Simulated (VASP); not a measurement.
# Li2SnHgTe4 (I-4) in VASP: further runs, part 2 of 2

VASP 6.6.1. The steps go on from the part before.

## (3) Single point, PBE (33.06 Å³/atom)

This run uses another cell than the first one, of 33.06 Å³/atom.

INCAR

```
SYSTEM = Li2SnHgTe4
  PREC = Accurate
  ENCUT = 520
  EDIFF = 1E-6
  ISMEAR = 0
  SIGMA = 0.01
  LREAL = .FALSE.
  LASPH = .TRUE.
  NELM = 80
  ALGO = Normal
  ISIF = 2
  LWAVE = .FALSE.
  LCHARG = .FALSE.
  GGA = PE
  NBANDS = 38
```

KPOINTS

```
regular mesh
0
G
  4 4 4
  0 0 0
```

POSCAR

```
Li2SnHgTe4
1.0
   -3.2255519615      3.2255519615      6.3542310360
    3.2255519615     -3.2255519615      6.3542310360
    3.2255519615      3.2255519615     -6.3542310360
Li Hg Sn Te
2 1 1 4
Direct
    0.0000000000      0.0000000000      0.0000000000
    0.7500000000      0.2500000000      0.5000000000
    0.2500000000      0.7500000000      0.5000000000
    0.5000000000      0.5000000000      0.0000000000
    0.1179659189      0.6171972841      0.9845146434
    0.3828027159      0.3673173594      0.5007686348
    0.6326826406      0.1334512754      0.0154853566
    0.8665487246      0.8820340811      0.4992313652
```

Potentials or basis: VASP PAW PBE potentials, release 64 (Li_sv, Hg, Sn_d, Te).

Command:

```sh
> cat potpaw_PBE.64/Li_sv/POTCAR potpaw_PBE.64/Hg/POTCAR potpaw_PBE.64/Sn_d/POTCAR potpaw_PBE.64/Te/POTCAR > POTCAR
> mpirun -np 1 vasp_std > vasp.out
```

OUTCAR:

```text
SYSTEM = Li2SnHgTe4
   PREC = Accurate
   ENCUT = 520
   EDIFF = 1E-6
   ISMEAR = 0
   LREAL = .FALSE.
   LASPH = .TRUE.
   NELM = 80
   ISIF = 2
   GGA = PE

 ion  position               nearest neighbor table
   1  0.000  0.000  0.000-   5 2.78   8 2.78   6 2.78   7 2.78
   2  0.750  0.250  0.500-   7 2.72   6 2.72   8 2.72   5 2.72
   3  0.250  0.750  0.500-   6 2.84   8 2.84   7 2.84   5 2.84
   4  0.500  0.500  0.000-   5 2.78   6 2.78   8 2.78   7 2.78
   5  0.118  0.617  0.985-   2 2.72   4 2.78   1 2.78   3 2.84
   6  0.383  0.367  0.501-   2 2.72   4 2.78   1 2.78   3 2.84
   7  0.633  0.133  0.015-   2 2.72   4 2.78   1 2.78   3 2.84
   8  0.867  0.882  0.499-   2 2.72   4 2.78   1 2.78   3 2.84

  LATTYP: Found a body centered tetragonal cell.
 ALAT       =     6.4511039230
 C/A-ratio  =     1.9699670357

  Lattice vectors:

 A1 = (  -3.2255519615,   3.2255519615,   6.3542310360)
 A2 = (   3.2255519615,  -3.2255519615,   6.3542310360)
 A3 = (   3.2255519615,   3.2255519615,  -6.3542310360)

Analysis of symmetry for initial positions (statically):
=====================================================================
 Subroutine PRICEL returns:
 Original cell was already a primitive cell.

 Routine SETGRP: Setting up the symmetry group for a
 body centered tetragonal supercell.

 Subroutine GETGRP returns: Found  4 space group operations
 (whereof  4 operations were pure point group operations)
 out of a pool of 16 trial point group operations.

The static configuration has the point symmetry S_4 .

Analysis of symmetry for dynamics (positions and initial velocities):
=====================================================================
 Subroutine PRICEL returns:
 Original cell was already a primitive cell.

 Routine SETGRP: Setting up the symmetry group for a
 body centered tetragonal supercell.

[... 128 lines left out ...]
  Thomas-Fermi vector in A             =   2.106367
   LORBIT       =      0    0 simple, 1 ext, 2 COOP (PROOUT), +10 PAW based schemes
   GGA     = PE    functional components
   LHFCALC =     F    Hartree Fock is set to
   AEXX    =    0.0000 exact exchange contribution
   IVDW    =     0    specifies the selected vdW correction
   LEPSILON=     F    determine dielectric tensor
   LRPA    =     F    only Hartree local field effects (RPA)
 non-spin polarized calculation
 Gauss-broadening in eV      SIGMA  =   0.01
  energy-cutoff  :      520.00
  volume of cell :      264.44
 maximum number of plane-waves:      7142
 NGX is ok and might be reduce to    60
   NGX = 29   NGY = 29   NGZ = 29

 number of electron      55.9999990 magnetization

 Free energy of the ion-electron system (eV)
  ---------------------------------------------------
  ext. energy  EPLUGINS =         0.00000000
  ---------------------------------------------------
  free energy    TOTEN  =       -24.29877484 eV

  energy without entropy =      -24.29877484  energy(sigma->0) =      -24.29877484

 E-fermi :   2.7819     XC(G=0):  -8.1096

 val. band max:        2.6799111512   @ k =   0.0000   0.0000   0.0000
 cond. band min:       3.6983057908   @ k =   0.0000   0.0000   0.0000
 fundamental gap:      1.0183946396
 Fermi energy:         2.7818504038

 k-point     1 :       0.0000    0.0000    0.0000
  band No.  band energies     occupation
      1     -42.7629      2.00000
      2     -42.5726      2.00000
      3     -18.8443      2.00000
      4     -18.8442      2.00000
      5     -18.8442      2.00000
      6     -18.8029      2.00000
[... 563 lines left out ...]
     37       8.5106      0.00000
     38       8.5106      0.00000

------------------------ aborting loop because EDIFF is reached ----------------------------------------

  FORCE on cell =-STRESS in cart. coord.  units (eV):
  Direction    XX          YY          ZZ          XY          YZ          ZX
  --------------------------------------------------------------------------------------
  -------------------------------------------------------------------------------------
  Total        1.7694528      1.7694528      1.6544705     -0.0000006      0.0000000     -0.0000000
  in kB       10.7205850     10.7205850     10.0239419     -0.0000039      0.0000000     -0.0000000
  external PRESSURE =      10.4883706 kB  Pullay stress =       0.0000000 kB

 VOLUME and BASIS-vectors are now :
 -----------------------------------------------------------------------------
  energy-cutoff  :      520.00
  volume of cell :      264.44
      direct lattice vectors                 reciprocal lattice vectors
    -3.225551961  3.225551961  6.354231036     0.000000000  0.155012229  0.078687727
     3.225551961 -3.225551961  6.354231036     0.155012229  0.000000000  0.078687727
     3.225551961  3.225551961 -6.354231036     0.155012229  0.155012229  0.000000000

 POSITION                                       TOTAL-FORCE (eV/Angst)
 -----------------------------------------------------------------------------------
      0.00000      0.00000      0.00000         0.000000     -0.000000      0.000000
     -0.00000      3.22555      3.17712         0.000000     -0.000000      0.000000
      3.22555     -0.00000      3.17712         0.000000     -0.000000     -0.000000
      0.00000      0.00000      6.35423         0.000000     -0.000000      0.000000
      4.78590      1.56531     -1.58444         0.030217     -0.138526     -0.027238
      1.56531      1.66520      1.58444        -0.138526     -0.030217      0.027238
     -1.56035      1.66025      4.76979        -0.030217      0.138526     -0.027238
      1.66025      1.56035      7.93867         0.138526      0.030217      0.027238
 -----------------------------------------------------------------------------------
    total drift:                               -0.000001     -0.000001     -0.000000

  FREE ENERGIE OF THE ION-ELECTRON SYSTEM (eV)
  ---------------------------------------------------
  free  energy   TOTEN  =       -24.2987748370 eV

  energy  without entropy=      -24.2987748370  energy(sigma->0) =      -24.29877484
```

stdout:

```text
POSCAR found type information on POSCAR LiHgSnTe
 POSCAR found :  4 types and       8 ions
 scaLAPACK will be used
 LDA part: xc-table for (Slater+PW92), standard interpolation
 POSCAR, INCAR and KPOINTS ok, starting setup
 FFT: planning ... GRIDC
 FFT: planning ... GRID_SOFT
 FFT: planning ... GRID
 WAVECAR not read
 entering main loop
```

It took 4.7 min on 1 thread of Intel Xeon Platinum 8488C (Sapphire Rapids), shared host; peak memory 0.58 GiB.

What came out:

```
Free energy            : -24.2988 eV
Largest force          : 0.144 eV/Å
Band gap on the k mesh : 1.02 eV
```

Forces on the atoms (eV/Å):
```
Li   0.000  0.000  0.000
Li   0.000  0.000  0.000
Hg   0.000  0.000  0.000
Sn   0.000  0.000  0.000
Te   0.030 -0.139 -0.027
Te  -0.139 -0.030  0.027
Te  -0.030  0.139 -0.027
Te   0.139  0.030  0.027
```

Caveat: the cutoff is under 1.25 times the usual one of these potentials, so pressure, stress and relaxed cells hold a basis-set (Pulay) error; spin-orbit coupling is left out, which moves the levels of the heavy elements. A k mesh can miss the band edges.

## (4) Single point, PBE

This run uses another cell than the first one, of 34.08 Å³/atom.

INCAR

```
PREC = Accurate
ENCUT = 520
EDIFF = 1E-7
ISMEAR = 0
SIGMA = 0.01
LREAL = F
LASPH = T
NELM = 100
ALGO = Normal
ISIF = 2
LWAVE = F
LCHARG = F
GGA = PE
NBANDS = 38
```

KPOINTS

```
Automatic mesh
0
Gamma
  4 4 4
```

Changes to POSCAR since step 3:

```diff
@@ -2,5 +2,5 @@
 1.0
-   -3.2255519615      3.2255519615      6.3542310360
-    3.2255519615     -3.2255519615      6.3542310360
-    3.2255519615      3.2255519615     -6.3542310360
+   -3.2584680305      3.2584680305      6.4190746068
+    3.2584680305     -3.2584680305      6.4190746068
+    3.2584680305      3.2584680305     -6.4190746068
 Li Hg Sn Te
```

Command:

```sh
> cat potpaw_PBE.64/Li_sv/POTCAR potpaw_PBE.64/Hg/POTCAR potpaw_PBE.64/Sn_d/POTCAR potpaw_PBE.64/Te/POTCAR > POTCAR
> mpirun -np 1 vasp_std > vasp.out
```

Run time: 4.6 min. Hardware: 1 thread of Intel Xeon Platinum 8488C (Sapphire Rapids), shared host; peak memory 0.57 GiB.

Results (log left out):

```yaml
Free_energy: -24.3274 eV
Largest_force: 0.007 eV/Å
Band_gap_on_the_k_mesh: 0.93 eV
```

Forces on the atoms (eV/Å):
```
Li   0.000  0.000  0.000
Li   0.000  0.000  0.000
Hg   0.000  0.000  0.000
Sn   0.000  0.000  0.000
Te  -0.002 -0.005  0.004
Te  -0.005  0.002 -0.004
Te   0.002  0.005  0.004
Te   0.005 -0.002 -0.004
```

Levels at points of the mesh, in eV from the valence-band top:
| k point | band 26 | band 27 | band 28 | band 29 | band 30 | band 31 |
| --- | --- | --- | --- | --- | --- | --- |
| (0.00, 0.00, 0.00) | -0.03 | -0.03 | 0.00 | 0.93 | 2.13 | 2.37 |
| (0.50, 0.00, 0.00) | -0.88 | -0.71 | -0.50 | 1.70 | 2.52 | 3.18 |
| (0.50, 0.50, 0.00) | -0.48 | -0.38 | -0.31 | 0.97 | 1.69 | 3.25 |
| (0.50, 0.50, 0.50) | -0.95 | -0.72 | -0.72 | 1.20 | 1.89 | 2.55 |

Caveat: the cutoff is under 1.25 times the usual one of these potentials, so pressure, stress and relaxed cells hold a basis-set (Pulay) error; spin-orbit coupling is left out, which moves the levels of the heavy elements. A k mesh can miss the band edges.

## (5) Single point, PBE (35.10 Å³/atom)

This run uses another cell than the first one, of 35.10 Å³/atom.

INCAR

```
SYSTEM = Li2SnHgTe4
PREC = Accurate
ENCUT = 520
EDIFF = 1E-7
ISMEAR = 0
SIGMA = 0.01
LREAL = .FALSE.
LASPH = .TRUE.
NELM = 100
ALGO = Normal
ISIF = 2
LWAVE = .FALSE.
LCHARG = .FALSE.
GGA = PE
NBANDS = 38
```

KPOINTS

```
regular mesh
0
G
  4 4 4
  0 0 0
```

Changes to POSCAR since step 4:

```diff
@@ -2,5 +2,5 @@
 1.0
-   -3.2584680305      3.2584680305      6.4190746068
-    3.2584680305     -3.2584680305      6.4190746068
-    3.2584680305      3.2584680305     -6.4190746068
+   -3.2907321885      3.2907321885      6.4826339345
+    3.2907321885     -3.2907321885      6.4826339345
+    3.2907321885      3.2907321885     -6.4826339345
 Li Hg Sn Te
```

Command:

```sh
> cat potpaw_PBE.64/Li_sv/POTCAR potpaw_PBE.64/Hg/POTCAR potpaw_PBE.64/Sn_d/POTCAR potpaw_PBE.64/Te/POTCAR > POTCAR
> mpirun -np 1 vasp_std > vasp.out
```

Run time: 4.3 min. Hardware: 1 thread of Intel Xeon Platinum 8488C (Sapphire Rapids), shared host; peak memory 0.58 GiB.

It converged, with:

```
Free energy            : -24.3085 eV
Largest force          : 0.119 eV/Å
Band gap on the k mesh : 0.85 eV
```

Forces in eV/Å, atoms in the order of the input:
```
Li   0.000  0.000  0.000
Li   0.000  0.000  0.000
Hg   0.000  0.000  0.000
Sn   0.000  0.000  0.000
Te  -0.032  0.110  0.032
Te   0.110  0.032 -0.032
Te   0.032 -0.110  0.032
Te  -0.110 -0.032 -0.032
```

Levels at points of the mesh, in eV from the valence-band top:
| k point | band 24 | band 25 | band 26 | band 27 | band 28 | band 29 | band 30 | band 31 | band 32 | band 33 |
| --- | --- | --- | --- | --- | --- | --- | --- | --- | --- | --- |
| (0.00, 0.00, 0.00) | -1.26 | -1.26 | -0.03 | -0.03 | 0.00 | 0.85 | 2.08 | 2.40 | 3.58 | 3.58 |
| (0.50, 0.00, 0.00) | -1.17 | -1.04 | -0.84 | -0.68 | -0.47 | 1.61 | 2.45 | 3.16 | 3.85 | 3.97 |
| (0.50, 0.50, 0.00) | -0.75 | -0.74 | -0.45 | -0.36 | -0.29 | 0.91 | 1.64 | 3.22 | 3.85 | 4.09 |
| (0.50, 0.50, 0.50) | -1.17 | -0.90 | -0.90 | -0.68 | -0.68 | 1.15 | 1.86 | 2.58 | 2.58 | 2.80 |

Caveat: the cutoff is under 1.25 times the usual one of these potentials, so pressure, stress and relaxed cells hold a basis-set (Pulay) error; spin-orbit coupling is left out, which moves the levels of the heavy elements.

## (6) Single point, PBE (36.12 Å³/atom)

This run uses another cell than the first one, of 36.12 Å³/atom.

INCAR

```
SYSTEM = Li2SnHgTe4
PREC = Accurate ; ENCUT = 520
EDIFF = 1E-6 ; ISMEAR = 0
SIGMA = 0.01 ; LREAL = .FALSE.
LASPH = .TRUE. ; NELM = 80
ALGO = Normal ; ISIF = 2
LWAVE = .FALSE. ; LCHARG = .FALSE.
GGA = PE ; NBANDS = 38
```

KPOINTS

```
Automatic mesh
0
G
  4 4 4
  0 0 0
```

Changes to POSCAR since step 5:

```diff
@@ -2,5 +2,5 @@
 1.0
-   -3.2907321885      3.2907321885      6.4826339345
-    3.2907321885     -3.2907321885      6.4826339345
-    3.2907321885      3.2907321885     -6.4826339345
+   -3.3223757853      3.3223757853      6.5449707771
+    3.3223757853     -3.3223757853      6.5449707771
+    3.3223757853      3.3223757853     -6.5449707771
 Li Hg Sn Te
```

Potentials or basis: VASP PAW PBE potentials, release 64 (Li_sv, Hg, Sn_d, Te).

Command:

```sh
> cat potpaw_PBE.64/Li_sv/POTCAR potpaw_PBE.64/Hg/POTCAR potpaw_PBE.64/Sn_d/POTCAR potpaw_PBE.64/Te/POTCAR > POTCAR
> mpirun -np 1 vasp_std > vasp.out
```

Wall time 3.8 min (1 thread of Intel Xeon Platinum 8488C (Sapphire Rapids), shared host); peak memory 0.59 GiB.

Results (log left out):

```
Free energy            : -24.2495 eV
Largest force          : 0.225 eV/Å
Band gap on the k mesh : 0.78 eV
```

Forces in eV/Å, atoms in the order of the input:
```
Li   0.000  0.000  0.000
Li   0.000  0.000  0.000
Hg   0.000  0.000  0.000
Sn   0.000  0.000  0.000
Te  -0.058  0.210  0.057
Te   0.210  0.058 -0.057
Te   0.058 -0.210  0.057
Te  -0.210 -0.058 -0.057
```

Levels at points of the mesh, in eV from the valence-band top:
| k point | band 26 | band 27 | band 28 | band 29 | band 30 | band 31 |
| --- | --- | --- | --- | --- | --- | --- |
| (0.00, 0.00, 0.00) | -0.03 | -0.03 | 0.00 | 0.78 | 2.03 | 2.43 |
| (0.50, 0.00, 0.00) | -0.79 | -0.64 | -0.44 | 1.52 | 2.37 | 3.13 |
| (0.50, 0.50, 0.00) | -0.42 | -0.34 | -0.27 | 0.86 | 1.59 | 3.18 |
| (0.50, 0.50, 0.50) | -0.85 | -0.64 | -0.64 | 1.10 | 1.83 | 2.60 |

Caveat: the cutoff is under 1.25 times the usual one of these potentials, so pressure, stress and relaxed cells hold a basis-set (Pulay) error; spin-orbit coupling is left out, which moves the levels of the heavy elements. A k mesh can miss the band edges.

## (7) The runs side by side

| cell | gap on the mesh (eV) | largest force (eV/Å) |
| --- | --- | --- |
| a = 7.741 Å, angles 131.3, 131.3, 71.3°, 8 atoms | 1.10 | 0.31 |
| a = 7.822 Å, angles 131.3, 131.3, 71.3°, 8 atoms | 1.02 | 0.14 |
| a = 7.902 Å, angles 131.3, 131.3, 71.3°, 8 atoms | 0.93 | 0.01 |
| a = 7.980 Å, angles 131.3, 131.3, 71.3°, 8 atoms | 0.85 | 0.12 |
| a = 8.057 Å, angles 131.3, 131.3, 71.3°, 8 atoms | 0.78 | 0.22 |

Alike in all rows: task single point; level PBE; potentials or basis VASP PAW PBE potentials, release 64 (Li_sv, Hg, Sn_d, Te); no spin polarisation; k mesh 4 × 4 × 4; cutoff (eV) 520; smearing gaussian 0.01 eV.

Caveats: the cutoff is under 1.25 times the usual one of these potentials, so pressure, stress and relaxed cells hold a basis-set (Pulay) error; spin-orbit coupling is left out, which moves the levels of the heavy elements.

Absolute energies hang on the potentials; compare differences alone.
